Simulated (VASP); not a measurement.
Input of a VASP 6.6.1 run:

File INCAR:

```
ALGO     = Normal         # electronic algorithm
EDIFF    = 1E-6           # SCF threshold, eV
ENCUT    = 520            # plane-wave cutoff, eV
GGA      = PS             # functional
ISIF     = 2              # what is computed and relaxed
ISMEAR   = 0              # smearing method
LASPH    = True           # aspherical terms in the spheres
LCHARG   = True           # write CHGCAR
LELF     = True           # ELF
LREAL    = False          # projectors in reciprocal space
LVHAR    = True         
LWAVE    = False          # write WAVECAR
NBANDS   = 20             # bands
NELM     = 100            # most SCF steps
PREC     = Accurate       # precision mode
SIGMA    = 0.05           # smearing width, eV
```

File KPOINTS:

```
k-points
0
Gamma
  12 12 6
```

File POSCAR:

```
SnSe2
1.0
    3.8109987816      0.0000000000      0.0000000000
   -1.9054993908      3.1766559427      0.0000000000
    0.0000000000      0.0000000000      6.1370000000
Sn Se
1 2
Direct
    0.0000000000      0.0000000000      0.0000000000
    0.3333333333      0.6666666667      0.2500000000
    0.6666666667      0.3333333333      0.7500000000
```

Potentials or basis: VASP PAW PBE potentials, release 64 (Sn_d, Se).

Launch:

```console
$ cat potpaw_PBE.64/Sn_d/POTCAR potpaw_PBE.64/Se/POTCAR > POTCAR
$ mpirun -np 1 vasp_std > vasp.out
```

(1) Predict the pressure.

(2) Estimate the band gap on the k mesh.

(3) Estimate the largest force.

## Answers

(1) 5.7 GPa.

(2) 0.52 eV, indirect (least direct gap 1.27 eV).

(3) 0.858 eV/Å.

Caveat: the cell differs from its parent crystal (strain -0.0375 x Voigt [0, 1, 0, 0, 0, 0]); the PAW data sets were made with another functional, which shifts forces and pressure a little; spin-orbit coupling is left out, which moves the levels of the heavy elements; this functional lacks dispersion, which binds the layers, so the pressure and a relaxed spacing across them are unreliable.
